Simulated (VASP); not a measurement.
Crystal: Pt.

```xyz
1
Lattice="-1.5842 1.5842 1.5842 1.5842 -1.5842 1.5842 1.5842 1.5842 -1.5842" Properties=species:S:1:pos:R:3 pbc="T T T"
Pt    0.0000    0.0000    0.0000
```

Base run:

```yaml
Program: VASP 6.6.1
Functional: PBEsol
Potentials_or_basis: VASP PAW PBE potentials, release 64 (Pt)
Cutoff: 500 eV
k_mesh: 10 × 10 × 10
Occupations: methfessel-paxton, width 0.05 eV
Spin: no spin polarisation
```

Its results: band gap on the k mesh zero (band 5 reaches 10.89 eV, above the bottom of band 6 at 8.82 eV); pressure -11.3 GPa.

The run is repeated on the same cell with these changes: k mesh from 10 × 10 × 10 to 8 × 8 × 8. What comes out?

Band gap on the k mesh zero (band 5 reaches 10.89 eV, above the bottom of band 6 at 8.96 eV); pressure -9.8 GPa.

Caveats: the PAW data sets were made with another functional, which shifts forces and pressure a little; spin-orbit coupling is left out, which moves the levels of the heavy elements.
